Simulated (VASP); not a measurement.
Write the native input for VASP 6.6.1 that does the following.

| Property | Result |
| --- | --- |
| Task | single point |
| Functional | PBE |
| Potentials or basis | VASP PAW PBE potentials, release 64 (Zr_sv) |
| Cutoff | 520 eV |
| k mesh | 16 × 16 × 16 |
| Occupations | fermi-dirac, width 0.05 eV |
| Spin | no spin polarisation |
| Dipole correction | no |
| Further INCAR settings | ALGO = Normal; EDIFF = 1e-06; NBANDS = 12 |

The structure of Zr lies in POSCAR:

```
Zr
1.0
   -1.7877186994      1.7877186994      1.7877186994
    1.7877186994     -1.7877186994      1.7877186994
    1.7877186994      1.7877186994     -1.7877186994
Zr
1
Direct
    0.0000000000      0.0000000000      0.0000000000
```

One way to write it, as run:

INCAR

```
SYSTEM = Zr
ALGO = Normal
EDIFF = 1E-6
ENCUT = 520
GGA = PE
ISIF = 2
ISMEAR = -1
LASPH = .TRUE.
LCHARG = .FALSE.
LREAL = .FALSE.
LWAVE = .FALSE.
NBANDS = 12
NELM = 100
PREC = Accurate
SIGMA = 0.05
```

KPOINTS

```
k-points
0
G
  16 16 16
  0 0 0
```

Potentials or basis: VASP PAW PBE potentials, release 64 (Zr_sv).

Run with:

```console
$ cat potpaw_PBE.64/Zr_sv/POTCAR > POTCAR
$ mpirun -np 1 vasp_std > vasp.out
```

Results of the run:

| Quantity | Value |
| --- | --- |
| Pressure | 0.0 GPa |
| Band gap on the k mesh | zero (band 6 reaches 10.05 eV, above the bottom of band 7 at 8.17 eV) |

Run time: 43 s on 1 thread of AMD EPYC 7R43 64-Core Processor (Zen 3), with other jobs on the host, peak memory 0.12 GiB.
